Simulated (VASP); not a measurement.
# Zr2O (Pn-3m) in VASP: notebook

Runs on Zr2O. Level: r2SCAN. Tasks: single point.

All numbers are computed with VASP 6.6.1; they aren't measurements. Logs are shortened: lines on timing, memory, paths and dates and some standing lists are left out, and cuts for length are marked.

## (1) The cell of the first run

The structure is cubic, space group Pn-3m (No. 224). Conventional cell: a = 4.458 Å, b = 4.458 Å, c = 4.458 Å, α = 90.00°, β = 90.00°, γ = 90.00°. Zr (site symmetry -3m) has 2 O at 1.93 Å within 2.6 Å. Within 2.6 Å of O (site symmetry -43m) lie 4 Zr at 1.93 Å.

## (2) Single point, r2SCAN (strain -0.080 along x and y, -0.080 along z)

POSCAR

```
Zr2O
1.0
    4.4580671778      0.0000000000      0.0000000000
    0.0000000000      4.4580671778      0.0000000000
    0.0000000000      0.0000000000      4.4580671778
Zr O
4 2
Direct
    0.2500000000      0.2500000000      0.7500000000
    0.7500000000      0.2500000000      0.2500000000
    0.2500000000      0.7500000000      0.2500000000
    0.7500000000      0.7500000000      0.7500000000
    0.0000000000      0.0000000000      0.0000000000
    0.5000000000      0.5000000000      0.5000000000
```

INCAR.step1

```
PREC = Accurate
ENCUT = 520
ISMEAR = 0
SIGMA = 0.15
LREAL = False
LASPH = True
NELM = 100
NBANDS = 39
GGA = PE
ALGO = Normal
EDIFF = 1E-4
LWAVE = True
LCHARG = False
```

INCAR.step2

```
PREC = Accurate
ENCUT = 520
EDIFF = 1E-6
ISMEAR = 0
SIGMA = 0.15
LREAL = False
LASPH = True
NELM = 100
ALGO = Normal
ISIF = 2
LWAVE = False
LCHARG = False
METAGGA = R2SCAN
LMIXTAU = True
NBANDS = 39
ISTART = 1
```

KPOINTS

```
Automatic mesh
0
Gamma
  10 10 10
```

Potentials or basis: VASP PAW PBE potentials, release 64 (Zr_sv, O).

Run with:

```bash
cat potpaw_PBE.64/Zr_sv/POTCAR potpaw_PBE.64/O/POTCAR > POTCAR
cp INCAR.step1 INCAR
mpirun -np 1 vasp_std > vasp.out
cp INCAR.step2 INCAR
mpirun -np 1 vasp_std > vasp.out
```

OUTCAR:

```text
PREC = Accurate
   ENCUT = 520
   EDIFF = 1E-6
   ISMEAR = 0
   LREAL = False
   LASPH = True
   NELM = 100
   ISIF = 2
   METAGGA = R2SCAN
   ISTART = 1

 ion  position               nearest neighbor table
   1  0.250  0.250  0.750-   5 1.93   6 1.93   4 3.15   2 3.15   3 3.15   2 3.15   3 3.15   3 3.15
                             4 3.15   3 3.15   2 3.15   4 3.15   2 3.15   4 3.15
   2  0.750  0.250  0.250-   5 1.93   6 1.93   4 3.15   1 3.15   3 3.15   1 3.15   4 3.15   3 3.15
                             4 3.15   4 3.15   1 3.15   3 3.15   1 3.15   3 3.15
   3  0.250  0.750  0.250-   5 1.93   6 1.93   4 3.15   1 3.15   2 3.15   1 3.15   4 3.15   1 3.15
                             2 3.15   1 3.15   2 3.15   4 3.15   4 3.15   2 3.15
   4  0.750  0.750  0.750-   5 1.93   6 1.93   3 3.15   1 3.15   2 3.15   2 3.15   3 3.15   1 3.15
                             2 3.15   2 3.15   1 3.15   3 3.15   3 3.15   1 3.15
   5  0.000  0.000  0.000-   1 1.93   2 1.93   3 1.93   4 1.93
   6  0.500  0.500  0.500-   1 1.93   2 1.93   3 1.93   4 1.93

  LATTYP: Found a simple cubic cell.
 ALAT       =     4.4580671778

  Lattice vectors:

 A1 = (   4.4580671778,   0.0000000000,   0.0000000000)
 A2 = (   0.0000000000,   4.4580671778,   0.0000000000)
 A3 = (   0.0000000000,   0.0000000000,   4.4580671778)

Analysis of symmetry for initial positions (statically):
=====================================================================
 Subroutine PRICEL returns:
 Original cell was already a primitive cell.

 Routine SETGRP: Setting up the symmetry group for a
 simple cubic supercell.

 Subroutine GETGRP returns: Found 48 space group operations
 (whereof 24 operations were pure point group operations)
 out of a pool of 48 trial point group operations.

The static configuration has the point symmetry T_d .
 The point group associated with its full space group is O_h .

Analysis of symmetry for dynamics (positions and initial velocities):
=====================================================================
 Subroutine PRICEL returns:
 Original cell was already a primitive cell.

 Routine SETGRP: Setting up the symmetry group for a
 simple cubic supercell.

 Subroutine GETGRP returns: Found 48 space group operations
 (whereof 24 operations were pure point group operations)
 out of a pool of 48 trial point group operations.

The dynamic configuration has the point symmetry T_d .
 The point group associated with its full space group is O_h .

 Subroutine INISYM returns: Found 48 space group operations
 (whereof 24 operations are pure point group operations),
 and found     1 'primitive' translations

----------------------------------------------------------------------------------------

                                     Primitive cell

  volume of cell :      88.6012

  direct lattice vectors                    reciprocal lattice vectors
     4.458067178  0.000000000  0.000000000     0.224312457  0.000000000  0.000000000
     0.000000000  4.458067178  0.000000000     0.000000000  0.224312457  0.000000000
     0.000000000  0.000000000  4.458067178     0.000000000  0.000000000  0.224312457

  length of vectors
     4.458067178  4.458067178  4.458067178     0.224312457  0.224312457  0.224312457

  position of ions in fractional coordinates (direct lattice)
     0.250000000  0.250000000  0.750000000
     0.750000000  0.250000000  0.250000000
     0.250000000  0.750000000  0.250000000
     0.750000000  0.750000000  0.750000000
     0.000000000  0.000000000  0.000000000
     0.500000000  0.500000000  0.500000000

  ion indices of the primitive-cell ions
   primitive index   ion index
                 1           1
                 2           2
                 3           3
                 4           4
                 5           5
                 6           6

----------------------------------------------------------------------------------------

 KPOINTS: Automatic mesh

Automatic generation of k-mesh.
 Grid dimensions read from file:
 generate k-points for:   10   10   10

 Generating k-lattice:

  Cartesian coordinates                     Fractional coordinates (reciprocal lattice)
     0.022431246  0.000000000  0.000000000     0.100000000  0.000000000  0.000000000
     0.000000000  0.022431246  0.000000000     0.000000000  0.100000000  0.000000000
     0.000000000  0.000000000  0.022431246     0.000000000  0.000000000  0.100000000

  Length of vectors
     0.022431246  0.022431246  0.022431246

  Shift w.r.t. Gamma in fractional coordinates (k-lattice)
     0.000000000  0.000000000  0.000000000

 Subroutine IBZKPT returns following result:
 ===========================================

 Found     56 irreducible k-points:

 Following reciprocal coordinates:
            Coordinates               Weight
  0.000000  0.000000  0.000000      1.000000
  0.100000  0.000000  0.000000      6.000000
  0.200000  0.000000  0.000000      6.000000
  0.300000  0.000000  0.000000      6.000000
  0.400000  0.000000  0.000000      6.000000
  0.500000  0.000000  0.000000      3.000000
[... 16 lines left out ...]
  0.200000  0.100000  0.100000     24.000000
  0.300000  0.100000  0.100000     24.000000
 [... further k-points ...]
   k-points           NKPTS =     56   k-points in BZ     NKDIM =     56   number of bands    NBANDS=     39
   number of dos      NEDOS =    301   number of ions     NIONS =      6
   total plane-waves  NPLWV =  46656
   dimension x,y,z NGX =    36 NGY =   36 NGZ =   36
   dimension x,y,z NGXF=    72 NGYF=   72 NGZF=   72
   ions per type =               4   2
   NGX,Y,Z   is equivalent  to a cutoff of  13.42, 13.42, 13.42 a.u.
   NGXF,Y,Z  is equivalent  to a cutoff of  26.85, 26.85, 26.85 a.u.
 SYSTEM =  unknown system
   PREC   = accura    normal or accurate (medium, high low for compatibility)
   ISTART =      1    job   : 0-new  1-cont  2-samecut
   ICHARG =      0    charge: 1-file 2-atom 10-const
   ISPIN  =      1    spin polarized calculation?
   LNONCOLLINEAR =      F non collinear calculations
   LSORBIT =      F    spin-orbit coupling
   LASPH  =      T    aspherical Exc in radial PAW
   ENCUT  =  520.0 eV  38.22 Ry    6.18 a.u.   8.29  8.29  8.29*2*pi/ulx,y,z
   NELM   =    100;   NELMIN=  2; NELMDL=  0     # of ELM steps
   EDIFF  = 0.1E-05   stopping-criterion for ELM
   LREAL  =      F    real-space projection
   EDIFFG = 0.1E-04   stopping-criterion for IOM
   NSW    =      0    number of steps for IOM
   IBRION =     -1    ionic relax: 0-MD 1-quasi-New 2-CG
   NFREE  =      0    steps in history (QN), initial steepest desc. (CG)
   ISIF   =      2    stress and relaxation
   ISYM   =      2    0-nonsym 1-usesym 2-fastsym
   POTIM  = 0.5000    time-step for ionic-motion
   TEBEG  =    0.0;   TEEND  =   0.0 temperature during run
   PSTRESS=    0.0 pullay stress
   NELECT =      60.0000    total number of electrons
   NUPDOWN=      -1.0000    fix difference up-down
   EMIN   =  10.00;   EMAX   =-10.00  energy-range for DOS
   EFERMI =   0.00;   METHOD = LEGACY
   ISMEAR =     0;   SIGMA  =   0.15  broadening in eV -4-tet -1-fermi 0-gaus
   EFERMI_NEDOS =   21; number of points for ismear=-14 and -15
   IALGO  =     38    algorithm
   IMIX   =      4    mixing-type and parameters
     AMIX     =   0.40;   BMIX     =  1.00
     AMIX_MAG =   1.60;   BMIX_MAG =  1.00
  volume/ion in A,a.u.               =      14.77        99.65
  Fermi-wavevector in a.u.,A,eV,Ry     =   1.437624  2.716715 28.120013  2.066763
  Thomas-Fermi vector in A             =   2.556681
   LORBIT       =      0    0 simple, 1 ext, 2 COOP (PROOUT), +10 PAW based schemes
   METAGGA = R2SCAN    functional components
   LHFCALC =     F    Hartree Fock is set to
   AEXX    =    0.0000 exact exchange contribution
   IVDW    =     0    specifies the selected vdW correction
   LEPSILON=     F    determine dielectric tensor
   LRPA    =     F    only Hartree local field effects (RPA)
 non-spin polarized calculation
 Gauss-broadening in eV      SIGMA  =   0.15
  energy-cutoff  :      520.00
  volume of cell :       88.60
 maximum number of plane-waves:      2411
 NGX is ok and might be reduce to    36
   NGX = 17   NGY = 17   NGZ = 17

 number of electron      59.9999989 magnetization

 Free energy of the ion-electron system (eV)
  ---------------------------------------------------
  ext. energy  EPLUGINS =         0.00000000
  ---------------------------------------------------
  free energy    TOTEN  =      -109.81995972 eV

  energy without entropy =     -109.74488413  energy(sigma->0) =     -109.78242192

 E-fermi :  11.0615     XC(G=0): -12.9284

 val. band max:       11.0524142089   @ k =   0.5000   0.4000   0.0000
 cond. band min:      11.0636011214   @ k =   0.5000   0.4000   0.1000
 fundamental gap:      0.0111869125
 Fermi energy:        11.0614792742

 k-point     1 :       0.0000    0.0000    0.0000
  band No.  band energies     occupation
      1     -39.3506      2.00000
      2     -39.0343      2.00000
      3     -39.0343      2.00000
      4     -39.0343      2.00000
      5     -19.7691      2.00000
      6     -17.0966      2.00000
[... 31 lines left out ...]
     38      16.6036      0.00000
     39      16.6036      0.00000

 k-point     2 :       0.1000    0.0000    0.0000
  band No.  band energies     occupation
      1     -39.3431      2.00000
      2     -39.0422      2.00000
      3     -39.0342      2.00000
      4     -39.0342      2.00000
      5     -19.7235      2.00000
      6     -17.1831      2.00000
[... 31 lines left out ...]
     38      16.4134      0.00000
     39      16.4156      0.00000

 k-point     3 :       0.2000    0.0000    0.0000
  band No.  band energies     occupation
      1     -39.3211      2.00000
      2     -39.0652      2.00000
      3     -39.0340      2.00000
      4     -39.0340      2.00000
      5     -19.5876      2.00000
      6     -17.4701      2.00000
[... 832 lines left out ...]
 k-point    23 :       0.2000    0.1000    0.1000
  band No.  band energies     occupation
      1     -39.3075      2.00000
      2     -39.0644      2.00000
      3     -39.0423      2.00000
      4     -39.0402      2.00000
      5     -19.5158      2.00000
      6     -17.6086      2.00000
[... 31 lines left out ...]
     38      15.3634      0.00000
     39      15.8330      0.00000

 k-point    24 :       0.3000    0.1000    0.1000
  band No.  band energies     occupation
      1     -39.2748      2.00000
      2     -39.0981      2.00000
      3     -39.0422      2.00000
      4     -39.0399      2.00000
      5     -19.3176      2.00000
      6     -17.9477      2.00000
[... 31 lines left out ...]
     38      15.0622      0.00000
     39      15.2199      0.00000

 [... further k-points ...]

------------------------ aborting loop because EDIFF is reached ----------------------------------------

  FORCE on cell =-STRESS in cart. coord.  units (eV):
  Direction    XX          YY          ZZ          XY          YZ          ZX
  --------------------------------------------------------------------------------------
  -------------------------------------------------------------------------------------
  Total       31.4761096     31.4761096     31.4761096      0.0000000      0.0000000     -0.0000000
  in kB      569.1828497    569.1828497    569.1828497      0.0000000      0.0000000     -0.0000000
  external PRESSURE =     569.1828497 kB  Pullay stress =       0.0000000 kB

 VOLUME and BASIS-vectors are now :
 -----------------------------------------------------------------------------
  energy-cutoff  :      520.00
  volume of cell :       88.60
      direct lattice vectors                 reciprocal lattice vectors
     4.458067178  0.000000000  0.000000000     0.224312457  0.000000000  0.000000000
     0.000000000  4.458067178  0.000000000     0.000000000  0.224312457  0.000000000
     0.000000000  0.000000000  4.458067178     0.000000000  0.000000000  0.224312457

 POSITION                                       TOTAL-FORCE (eV/Angst)
 -----------------------------------------------------------------------------------
      1.11452      1.11452      3.34355        -0.000000      0.000000      0.000000
      3.34355      1.11452      1.11452        -0.000000      0.000000     -0.000000
      1.11452      3.34355      1.11452         0.000000      0.000000      0.000000
      3.34355      3.34355      3.34355         0.000000     -0.000000      0.000000
      0.00000      0.00000      0.00000         0.000000     -0.000000     -0.000000
      2.22903      2.22903      2.22903         0.000000     -0.000000     -0.000000
 -----------------------------------------------------------------------------------
    total drift:                                0.000000     -0.000000      0.000000

  FREE ENERGIE OF THE ION-ELECTRON SYSTEM (eV)
  ---------------------------------------------------
  free  energy   TOTEN  =      -109.8199597217 eV

  energy  without entropy=     -109.7448841257  energy(sigma->0) =     -109.78242192
```

Wall time 12 min (1 thread of Intel Xeon 8259CL, shared host); peak memory 0.31 GiB.

Results:

| Property | Result |
| --- | --- |
| Free energy | -109.8200 eV |
| Pressure | 56.9 GPa |
| Band gap on the k mesh | zero (bands 30 and 31 overlap by 0.97 eV) |

Caveat: the cell differs from its parent crystal (strain -0.080 along x and y, -0.080 along z); the cell stands under pressure; the PAW data sets were made with another functional, which shifts forces and pressure a little.

## (3) Single point, r2SCAN (strain -0.040 along x and y, -0.040 along z)

Changes to POSCAR since step 2:

```diff
@@ -2,5 +2,5 @@
 1.0
-    4.4580671778      0.0000000000      0.0000000000
-    0.0000000000      4.4580671778      0.0000000000
-    0.0000000000      0.0000000000      4.4580671778
+    4.6518961856      0.0000000000      0.0000000000
+    0.0000000000      4.6518961856      0.0000000000
+    0.0000000000      0.0000000000      4.6518961856
 Zr O
```

INCAR.step1

```
SYSTEM = Zr2O
PREC = Accurate
ENCUT = 520
ISMEAR = 0
SIGMA = 0.15
LREAL = .False.
LASPH = .True.
NELM = 80
NBANDS = 39
GGA = PE
ALGO = Normal
EDIFF = 1E-4
LWAVE = .True.
LCHARG = .False.
```

INCAR.step2

```
SYSTEM = Zr2O
PREC = Accurate
ENCUT = 520
EDIFF = 1E-6
ISMEAR = 0
SIGMA = 0.15
LREAL = .False.
LASPH = .True.
NELM = 80
ALGO = Normal
ISIF = 2
LWAVE = .False.
LCHARG = .False.
METAGGA = R2SCAN
LMIXTAU = .True.
NBANDS = 39
ISTART = 1
```

KPOINTS

```
Automatic mesh
0
Gamma
  10 10 10
  0 0 0
```

Potentials or basis: VASP PAW PBE potentials, release 64 (Zr_sv, O).

Run with:

```bash
cat potpaw_PBE.64/Zr_sv/POTCAR potpaw_PBE.64/O/POTCAR > POTCAR
cp INCAR.step1 INCAR
mpirun -np 1 vasp_std > vasp.out
cp INCAR.step2 INCAR
mpirun -np 1 vasp_std > vasp.out
```

Run time: 11 min. Hardware: 1 thread of Intel Xeon 8259CL, shared host; peak memory 0.33 GiB.

The run converged. Its results:

- Free energy: -112.6714 eV
- Pressure: 21.8 GPa
- Band gap on the k mesh: zero (bands 30 and 31 overlap by 0.92 eV)

Levels at points of the mesh, in eV from the Fermi level:
| k point | band 27 | band 28 | band 29 | band 30 | band 31 | band 32 | band 33 | band 34 |
| --- | --- | --- | --- | --- | --- | --- | --- | --- |
| (0.00, 0.00, 0.00) | -2.37 | -2.02 | -2.02 | -2.02 | 2.25 | 2.25 | 2.97 | 2.97 |
| (0.50, 0.00, 0.00) | -0.75 | -0.75 | -0.42 | -0.42 | -0.21 | -0.21 | 1.53 | 1.53 |
| (0.50, 0.50, 0.00) | -1.59 | -1.59 | -0.06 | -0.06 | 0.14 | 0.14 | 1.08 | 1.08 |
| (0.50, 0.50, 0.50) | -2.91 | 0.36 | 0.36 | 0.69 | 0.69 | 0.69 | 1.64 | 1.64 |

Caveat: the cell differs from its parent crystal (strain -0.040 along x and y, -0.040 along z); the cell stands under pressure; the PAW data sets were made with another functional, which shifts forces and pressure a little.
